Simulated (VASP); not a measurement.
**Ga4Sb3As: single point with PBE**

Crystal: Ga4Sb3As.

```
Ga Sb As
1.0
    -3.04979    3.04979    6.08740
     3.04979   -3.04979    6.08740
     3.04979    3.04979   -6.08740
Ga Sb As
4 3 1
Cartesian
  1.6011 1.6011 4.6193
  1.4487 1.4487 -1.4681
  -1.6011 1.6011 7.5555
  1.6011 -1.6011 7.5555
  0.0000 0.0000 6.0874
  0.0000 3.0498 3.0437
  3.0498 0.0000 3.0437
  0.0000 0.0000 0.0000
```

```json
{
 "Program": "VASP 6.6.1",
 "Task": "single point",
 "Functional": "PBE",
 "Potentials or basis": "VASP PAW PBE potentials, release 64 (Ga_d, Sb, As)",
 "Cutoff": "520 eV",
 "k mesh": "4 × 4 × 4",
 "Occupations": "gaussian, width 0.1 eV",
 "Spin": "no spin polarisation"
}
```

The pressure is 0.1 GPa, the largest force is 0.011 eV/Å and the band gap on the k mesh is zero (filled and empty bands touch).

Forces on the atoms (eV/Å):
```
Ga  -0.002 -0.002 -0.011
Ga   0.002  0.002 -0.011
Ga   0.002 -0.002  0.011
Ga  -0.002  0.002  0.011
Sb   0.000  0.000  0.000
Sb   0.000  0.000  0.000
Sb   0.000  0.000  0.000
As   0.000  0.000  0.000
```

Levels at points of the mesh, in eV from the Fermi level:
```
           k point  band 32  band 33  band 34  band 35  band 36  band 37  band 38  band 39  band 40  band 41
(0.00, 0.00, 0.00)    -2.46    -2.46    -0.28    -0.03    -0.03    -0.03     1.04     1.37     2.95     2.95
(0.50, 0.00, 0.00)    -2.27    -2.09    -2.02    -1.40    -1.08     2.24     2.24     2.49     2.71     2.78
(0.50, 0.50, 0.00)    -1.33    -1.12    -0.97    -0.96    -0.89     0.18     0.59     1.83     2.24     3.78
(0.50, 0.50, 0.50)    -2.38    -1.73    -1.73    -1.40    -1.40     1.08     1.08     1.28     1.30     1.32
```

It took 99 s on 1 thread of Intel(R) Xeon(R) 6975P-C (Granite Rapids) (shared host), peak memory 0.46 GiB.

Caveat: the k points lie up to 0.36 Å⁻¹ apart; spin-orbit coupling is left out, which moves the levels of the heavy elements.
